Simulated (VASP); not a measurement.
# BN (Qingsongite) (F-43m) in VASP: single point with PBEsol

Aim: the single point of BN (Qingsongite) with PBEsol.

Everything below comes from runs of VASP 6.6.1. Logs are shortened: lines on timing, memory, paths and dates and some standing lists are left out, and cuts for length are marked.

## Step 1: The cell of the first run

It takes space group F-43m (No. 216, cubic). The conventional cell has a = 3.615 Å, b = 3.615 Å, c = 3.615 Å, α = 90.00°, β = 90.00°, γ = 90.00°. Within 2.1 Å of B (site symmetry -43m) lie 4 N at 1.57 Å. N (site symmetry -43m) has 4 B at 1.57 Å within 2.1 Å.

## Step 2: Single point, PBEsol

INCAR

```
SYSTEM = BN
ALGO = Normal
EDIFF = 1E-7
ENCUT = 520
GGA = PS
ISIF = 2
ISMEAR = 0
LASPH = .TRUE.
LCHARG = .TRUE.
LELF = .TRUE.
LREAL = .FALSE.
LVHAR = .TRUE.
LWAVE = .FALSE.
NBANDS = 11
NELM = 80
PREC = Accurate
SIGMA = 0.01
```

KPOINTS

```
k-points
0
G
  7 7 7
  0 0 0
```

POSCAR

```
BN
1.0
    0.0000000000      1.8075000000      1.8075000000
    1.8075000000      0.0000000000      1.8075000000
    1.8075000000      1.8075000000      0.0000000000
B N
1 1
Direct
    0.0000000000      0.0000000000      0.0000000000
    0.2500000000      0.2500000000      0.2500000000
```

Potentials or basis: VASP PAW PBE potentials, release 64 (B, N).

Run with:

```sh
$ cat potpaw_PBE.64/B/POTCAR potpaw_PBE.64/N/POTCAR > POTCAR
$ mpirun -np 1 vasp_std > vasp.out
```

OUTCAR:

```text
SYSTEM = BN
   EDIFF = 1E-7
   ENCUT = 520
   GGA = PS
   ISIF = 2
   ISMEAR = 0
   LASPH = .TRUE.
   LREAL = .FALSE.
   NELM = 80
   PREC = Accurate

 ion  position               nearest neighbor table
   1  0.000  0.000  0.000-   2 1.57   2 1.57   2 1.57   2 1.57
   2  0.250  0.250  0.250-   1 1.57   1 1.57   1 1.57   1 1.57

  LATTYP: Found a face centered cubic cell.
 ALAT       =     3.6150000000

  Lattice vectors:

 A1 = (   0.0000000000,   1.8075000000,   1.8075000000)
 A2 = (   1.8075000000,   0.0000000000,   1.8075000000)
 A3 = (   1.8075000000,   1.8075000000,   0.0000000000)

Analysis of symmetry for initial positions (statically):
=====================================================================
 Subroutine PRICEL returns:
 Original cell was already a primitive cell.

 Routine SETGRP: Setting up the symmetry group for a
 face centered cubic supercell.

 Subroutine GETGRP returns: Found 24 space group operations
 (whereof 24 operations were pure point group operations)
 out of a pool of 48 trial point group operations.

The static configuration has the point symmetry T_d .

Analysis of symmetry for dynamics (positions and initial velocities):
=====================================================================
 Subroutine PRICEL returns:
 Original cell was already a primitive cell.

 Routine SETGRP: Setting up the symmetry group for a
 face centered cubic supercell.

 Subroutine GETGRP returns: Found 24 space group operations
 (whereof 24 operations were pure point group operations)
 out of a pool of 48 trial point group operations.

The dynamic configuration has the point symmetry T_d .

 Subroutine INISYM returns: Found 24 space group operations
 (whereof 24 operations are pure point group operations),
 and found     1 'primitive' translations

----------------------------------------------------------------------------------------

                                     Primitive cell

  volume of cell :      11.8104

  direct lattice vectors                    reciprocal lattice vectors
     0.000000000  1.807500000  1.807500000    -0.276625173  0.276625173  0.276625173
     1.807500000  0.000000000  1.807500000     0.276625173 -0.276625173  0.276625173
     1.807500000  1.807500000  0.000000000     0.276625173  0.276625173 -0.276625173

  length of vectors
     2.556191014  2.556191014  2.556191014     0.479128854  0.479128854  0.479128854

  position of ions in fractional coordinates (direct lattice)
     0.000000000  0.000000000  0.000000000
     0.250000000  0.250000000  0.250000000

  ion indices of the primitive-cell ions
   primitive index   ion index
                 1           1
                 2           2

----------------------------------------------------------------------------------------

 KPOINTS: k-points

Automatic generation of k-mesh.
 Grid dimensions read from file:
 generate k-points for:    7    7    7

 Generating k-lattice:

  Cartesian coordinates                     Fractional coordinates (reciprocal lattice)
    -0.039517882  0.039517882  0.039517882     0.142857143  0.000000000  0.000000000
     0.039517882 -0.039517882  0.039517882     0.000000000  0.142857143  0.000000000
     0.039517882  0.039517882 -0.039517882     0.000000000  0.000000000  0.142857143

  Length of vectors
     0.068446979  0.068446979  0.068446979

  Shift w.r.t. Gamma in fractional coordinates (k-lattice)
     0.000000000  0.000000000  0.000000000

 Subroutine IBZKPT returns following result:
 ===========================================

 Found     20 irreducible k-points:

 Following reciprocal coordinates:
            Coordinates               Weight
  0.000000  0.000000  0.000000      1.000000
  0.142857  0.000000  0.000000      8.000000
  0.285714  0.000000  0.000000      8.000000
  0.428571  0.000000  0.000000      8.000000
  0.142857  0.142857  0.000000      6.000000
  0.285714  0.142857  0.000000     24.000000
[... 12 lines left out ...]
 -0.428571  0.428571  0.142857     24.000000
 -0.285714  0.428571  0.142857     24.000000
   k-points           NKPTS =     20   k-points in BZ     NKDIM =     20   number of bands    NBANDS=     11
   number of dos      NEDOS =    301   number of ions     NIONS =      2
   total plane-waves  NPLWV =   8000
   dimension x,y,z NGX =    20 NGY =   20 NGZ =   20
   dimension x,y,z NGXF=    40 NGYF=   40 NGZF=   40
   ions per type =               1   1
   NGX,Y,Z   is equivalent  to a cutoff of  13.01, 13.01, 13.01 a.u.
   NGXF,Y,Z  is equivalent  to a cutoff of  26.01, 26.01, 26.01 a.u.
 SYSTEM =  BN
   PREC   = accura    normal or accurate (medium, high low for compatibility)
   ISTART =      0    job   : 0-new  1-cont  2-samecut
   ICHARG =      2    charge: 1-file 2-atom 10-const
   ISPIN  =      1    spin polarized calculation?
   LNONCOLLINEAR =      F non collinear calculations
   LSORBIT =      F    spin-orbit coupling
   LASPH  =      T    aspherical Exc in radial PAW
   ENCUT  =  520.0 eV  38.22 Ry    6.18 a.u.   4.75  4.75  4.75*2*pi/ulx,y,z
   NELM   =     80;   NELMIN=  2; NELMDL= -5     # of ELM steps
   EDIFF  = 0.1E-06   stopping-criterion for ELM
   LREAL  =      F    real-space projection
   EDIFFG = 0.1E-05   stopping-criterion for IOM
   NSW    =      0    number of steps for IOM
   IBRION =     -1    ionic relax: 0-MD 1-quasi-New 2-CG
   NFREE  =      0    steps in history (QN), initial steepest desc. (CG)
   ISIF   =      2    stress and relaxation
   ISYM   =      2    0-nonsym 1-usesym 2-fastsym
   POTIM  = 0.5000    time-step for ionic-motion
   TEBEG  =    0.0;   TEEND  =   0.0 temperature during run
   PSTRESS=    0.0 pullay stress
   NELECT =       8.0000    total number of electrons
   NUPDOWN=      -1.0000    fix difference up-down
   EMIN   =  10.00;   EMAX   =-10.00  energy-range for DOS
   EFERMI =   0.00;   METHOD = LEGACY
   ISMEAR =     0;   SIGMA  =   0.01  broadening in eV -4-tet -1-fermi 0-gaus
   EFERMI_NEDOS =   21; number of points for ismear=-14 and -15
   IALGO  =     38    algorithm
   IMIX   =      4    mixing-type and parameters
     AMIX     =   0.40;   BMIX     =  1.00
     AMIX_MAG =   1.60;   BMIX_MAG =  1.00
  volume/ion in A,a.u.               =       5.91        39.85
  Fermi-wavevector in a.u.,A,eV,Ry     =   1.437749  2.716952 28.124920  2.067123
  Thomas-Fermi vector in A             =   2.556793
   LORBIT       =      0    0 simple, 1 ext, 2 COOP (PROOUT), +10 PAW based schemes
   GGA     = PS    functional components
   LHFCALC =     F    Hartree Fock is set to
   AEXX    =    0.0000 exact exchange contribution
   IVDW    =     0    specifies the selected vdW correction
   LEPSILON=     F    determine dielectric tensor
   LRPA    =     F    only Hartree local field effects (RPA)
 non-spin polarized calculation
 Gauss-broadening in eV      SIGMA  =   0.01
  energy-cutoff  :      520.00
  volume of cell :       11.81
 maximum number of plane-waves:       331
   NGX =  9   NGY =  9   NGZ =  9

 number of electron       7.9999999 magnetization

 Free energy of the ion-electron system (eV)
  ---------------------------------------------------
  ext. energy  EPLUGINS =         0.00000000
  ---------------------------------------------------
  free energy    TOTEN  =       -18.34539780 eV

  energy without entropy =      -18.34539780  energy(sigma->0) =      -18.34539780

 E-fermi :   7.5371     XC(G=0): -13.0160

 val. band max:        7.3636806524   @ k =   0.0000   0.0000   0.0000
 cond. band min:      11.8985459753   @ k =   0.4286   0.4286   0.0000
 fundamental gap:      4.5348653228
 Fermi energy:         7.5371316363

 k-point     1 :       0.0000    0.0000    0.0000
  band No.  band energies     occupation
      1     -12.8897      2.00000
      2       7.3637      2.00000
      3       7.3637      2.00000
      4       7.3637      2.00000
      5      16.1247      0.00000
      6      16.1247      0.00000
      7      16.1247      0.00000
      8      17.6310      0.00000
      9      31.8729      0.00000
     10      35.0525      0.00000
     11      35.0525      0.00000

 k-point     2 :       0.1429    0.0000    0.0000
  band No.  band energies     occupation
      1     -12.3930      2.00000
      2       4.9996      2.00000
      3       6.8803      2.00000
      4       6.8803      2.00000
      5      16.5467      0.00000
      6      16.8419      0.00000
      7      16.8419      0.00000
      8      19.1290      0.00000
      9      31.2367      0.00000
     10      31.5234      0.00000
     11      31.5234      0.00000

 k-point     3 :       0.2857    0.0000    0.0000
  band No.  band energies     occupation
      1     -10.9693      2.00000
      2       0.7914      2.00000
      3       6.0276      2.00000
      4       6.0276      2.00000
      5      17.0652      0.00000
      6      17.8128      0.00000
      7      17.8128      0.00000
      8      21.2925      0.00000
      9      30.3701      0.00000
     10      30.9942      0.00000
     11      30.9942      0.00000

 k-point     4 :       0.4286    0.0000    0.0000
  band No.  band energies     occupation
      1      -9.0717      2.00000
      2      -2.7498      2.00000
      3       5.4861      2.00000
      4       5.4861      2.00000
      5      17.4096      0.00000
      6      17.9944      0.00000
      7      17.9944      0.00000
      8      22.3221      0.00000
      9      30.4483      0.00000
     10      33.3606      0.00000
     11      33.3606      0.00000

 k-point     5 :       0.1429    0.1429    0.0000
  band No.  band energies     occupation
      1     -12.2282      2.00000
      2       5.7769      2.00000
      3       5.9695      2.00000
      4       5.9695      2.00000
      5      15.2647      0.00000
      6      18.0612      0.00000
      7      18.0612      0.00000
      8      19.0079      0.00000
      9      27.2300      0.00000
     10      33.2893      0.00000
     11      35.9828      0.00000
[... 155 lines left out ...]
 k-point    17 :       0.4286    0.2857    0.1429
  band No.  band energies     occupation
      1      -9.7796      2.00000
      2       0.7907      2.00000
      3       2.7080      2.00000
      4       4.7121      2.00000
      5      15.8833      0.00000
      6      19.1531      0.00000
      7      20.1006      0.00000
      8      21.5726      0.00000
      9      26.8455      0.00000
     10      33.0070      0.00000
     11      34.8463      0.00000

 k-point    18 :      -0.4286    0.2857    0.1429
  band No.  band energies     occupation
      1      -8.0923      2.00000
      2      -1.6062      2.00000
      3       1.9684      2.00000
      4       3.6446      2.00000
      5      16.6680      0.00000
      6      18.7390      0.00000
      7      21.6981      0.00000
      8      22.9337      0.00000
      9      26.4553      0.00000
     10      32.7034      0.00000
     11      34.9914      0.00000

 k-point    19 :      -0.4286    0.4286    0.1429
  band No.  band energies     occupation
      1      -7.5338      2.00000
      2      -0.7690      2.00000
      3       1.5149      2.00000
      4       1.9002      2.00000
      5      14.4617      0.00000
      6      18.7048      0.00000
      7      22.2502      0.00000
      8      24.5575      0.00000
      9      26.8558      0.00000
     10      33.3401      0.00000
     11      37.6156      0.00000

 k-point    20 :      -0.2857    0.4286    0.1429
  band No.  band energies     occupation
      1      -7.0999      2.00000
      2      -0.6152      2.00000
      3      -0.1644      2.00000
      4       2.2283      2.00000
      5      16.0548      0.00000
      6      20.4160      0.00000
      7      21.9401      0.00000
      8      23.1873      0.00000
      9      25.8463      0.00000
     10      32.9507      0.00000
     11      35.6350      0.00000

------------------------ aborting loop because EDIFF is reached ----------------------------------------

  FORCE on cell =-STRESS in cart. coord.  units (eV):
  Direction    XX          YY          ZZ          XY          YZ          ZX
  --------------------------------------------------------------------------------------
  -------------------------------------------------------------------------------------
  Total       -0.1725883     -0.1725883     -0.1725883      0.0000000      0.0000000      0.0000000
  in kB      -23.4130043    -23.4130043    -23.4130043      0.0000000      0.0000000      0.0000000
  external PRESSURE =     -23.4130043 kB  Pullay stress =       0.0000000 kB

 VOLUME and BASIS-vectors are now :
 -----------------------------------------------------------------------------
  energy-cutoff  :      520.00
  volume of cell :       11.81
      direct lattice vectors                 reciprocal lattice vectors
     0.000000000  1.807500000  1.807500000    -0.276625173  0.276625173  0.276625173
     1.807500000  0.000000000  1.807500000     0.276625173 -0.276625173  0.276625173
     1.807500000  1.807500000  0.000000000     0.276625173  0.276625173 -0.276625173

 POSITION                                       TOTAL-FORCE (eV/Angst)
 -----------------------------------------------------------------------------------
      0.00000      0.00000      0.00000         0.000000      0.000000      0.000000
      0.90375      0.90375      0.90375        -0.000000     -0.000000     -0.000000
 -----------------------------------------------------------------------------------
    total drift:                                0.000000      0.000000      0.000000

  FREE ENERGIE OF THE ION-ELECTRON SYSTEM (eV)
  ---------------------------------------------------
  free  energy   TOTEN  =       -18.3453977952 eV

  energy  without entropy=      -18.3453977952  energy(sigma->0) =      -18.34539780
```

Run time: 5.1 s. Hardware: 1 thread of Intel Xeon Platinum 8259CL at 2.50GHz (Skylake/Cascade Lake), shared host; peak memory 0.11 GiB.

What came out:

| Quantity | Value |
| --- | --- |
| Free energy | -18.3454 eV |
| Pressure | -2.3 GPa |
| Band gap on the k mesh | 4.53 eV, indirect (least direct gap 8.76 eV) |

Levels at points of the mesh, in eV from the valence-band top:
```
           k point  band 1  band 2  band 3  band 4  band 5  band 6  band 7  band 8  band 9
(0.00, 0.00, 0.00)  -20.25    0.00    0.00    0.00    8.76    8.76    8.76   10.27   24.51
```

Caveat: the k points lie up to 0.43 Å⁻¹ apart; the PAW data sets were made with another functional, which shifts forces and pressure a little. A k mesh can miss the band edges.
